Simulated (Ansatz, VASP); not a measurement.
## Sn: VASP beside Ansatz

Contents of INCAR:

```
SYSTEM = Sn
PREC = Accurate ; ENCUT = 520
EDIFF = 1E-6 ; ISMEAR = 0
SIGMA = 0.15 ; LREAL = .False.
LASPH = .True. ; NELM = 80
ALGO = Fast ; ISIF = 2
LWAVE = .False. ; LCHARG = .True.
GGA = PE ; LELF = .True.
LVHAR = .True. ; NBANDS = 21
```

File KPOINTS:

```
Automatic mesh
0
Gamma
  16 16 16
  0 0 0
```

File POSCAR:

```
Sn
1.0
   -2.9401404553      2.9401404553      1.5993019889
    2.9401404553     -2.9401404553      1.5993019889
    2.9401404553      2.9401404553     -1.5993019889
Sn
2
Direct
    0.5327866683      0.1093136246      0.4234730437
    0.0000000000      0.0000000000      0.0000000000
```

Input for Ansatz:

```yaml
crystal:
  lattice:
    - [-2.9401404553, 2.9401404553, 1.5993019889]
    - [2.9401404553, -2.9401404553, 1.5993019889]
    - [2.9401404553, 2.9401404553, -1.5993019889]
  atoms:
    - { symbol: Sn, position: [0.5327866683, 0.1093136246, 0.4234730437] }
    - { symbol: Sn, position: [0.0, 0.0, 0.0] }
basis:
  ecutwfc: 420
kpoints:
  mp_grid: { grid: [16, 16, 16] }
hamiltonian:
  xc: pbe
scf:
  occupations: { method: gaussian, width: 0.15 }
output:
  forces: true
  stress: true
  eigenvalues: true
  write_density: true
  write_potential: true
  elf: true
  volumetric_format: npy
```

Alike in both runs: task single point; functional PBE; k mesh 16 × 16 × 16; occupations gaussian, width 0.15 eV; no spin polarisation.

|  | VASP | Ansatz |
| --- | --- | --- |
| version | VASP 6.6.1 | Ansatz 0.2.0 |
| potentials or method | VASP PAW PBE potentials, release 64 (Sn_d), cutoff 520 eV | scalar-relativistic, plane waves, PAW |
| valence electrons in the cell | 28 | 28 |

VASP gave:

```
gap on the k mesh at the Fermi level (eV)                     : none
pressure (GPa)                                                : 7.6
traceless stress, the component that is largest in VASP (GPa) : 17.08
rms of the force components (eV/Å)                            : 2.315
```

Q: Which values does Ansatz return?

A: gap on the k mesh at the Fermi level (eV): none; pressure (GPa): 7.7; traceless stress, the component that is largest in VASP (GPa): 17.11; rms of the force components (eV/Å): 2.311.

Atom by atom the forces differ by 0.004 eV/Å (rms over components). A gap of «none» marks a metal or a gap that the smearing closes. The functional is the same, so the differences come from potentials, cutoffs and numerics.
